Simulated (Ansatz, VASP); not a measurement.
Nb in VASP and in Ansatz

INCAR

```
SYSTEM = Nb
PREC = Accurate
ENCUT = 520
EDIFF = 1E-7
ISMEAR = -1
SIGMA = 0.05
LREAL = .FALSE.
LASPH = .TRUE.
NELM = 100
ALGO = Normal
ISIF = 2
LWAVE = .FALSE.
LCHARG = .FALSE.
GGA = CA
NBANDS = 20
```

KPOINTS

```
Automatic mesh
0
G
  12 12 6
  0 0 0
```

Contents of POSCAR:

```
Nb
1.0
    2.9563926124      0.0000000000      0.0000000000
   -1.4781963062      2.5603111058      0.0000000000
    0.0000000000      0.0000000000      4.7893560320
Nb
2
Direct
    0.2333333333      0.6166666667      0.1750000000
    0.7666666667      0.3833333333      0.8250000000
```

Input for Ansatz:

```yaml
crystal:
  lattice:
    - [2.9563926124, 0.0, 0.0]
    - [-1.4781963062, 2.5603111058, 0.0]
    - [0.0, 0.0, 4.789356032]
  atoms:
    - { symbol: Nb, position: [0.2333333333, 0.6166666667, 0.175] }
    - { symbol: Nb, position: [0.7666666667, 0.3833333333, 0.825] }
kpoints:
  mp_grid: { grid: [12, 12, 6] }
scf:
  occupations: { method: fermi_dirac, width: 0.05 }
hamiltonian:
  xc: lda
  pseudopotentials: { kind: all_electron, lapw: { basis_error: 0.001 } }
output:
  forces: true
  stress: true
  eigenvalues: true
  populations: true
```

Change from the starting cell: shortest bond scaled by 0.7, LAPW.

Alike in both runs: task single point; functional LDA; k mesh 12 × 12 × 6; occupations fermi-dirac, width 0.05 eV; no spin polarisation.

```csv
,VASP,Ansatz
version,VASP 6.6.1,Ansatz 0.2.0
potentials or method,"VASP PAW LDA potentials, release 64 (Nb_sv), cutoff 520 eV","all-electron LAPW, scalar-relativistic"
```

```csv
,VASP,Ansatz,Ansatz less VASP
pressure (GPa),27.5,27.4,-0.08
"traceless stress, the component that is largest in VASP (GPa)",-5.08,-5.09,-0.007
rms of the force components (eV/Å),3.819,3.787,-0.0320
```

LDA's correlation is that of Perdew and Zunger in VASP and of Perdew and Wang (1992) in Ansatz. Atom by atom the forces differ by 0.032 eV/Å (rms over components). Ansatz ran all-electron here, and VASP with PAW potentials.
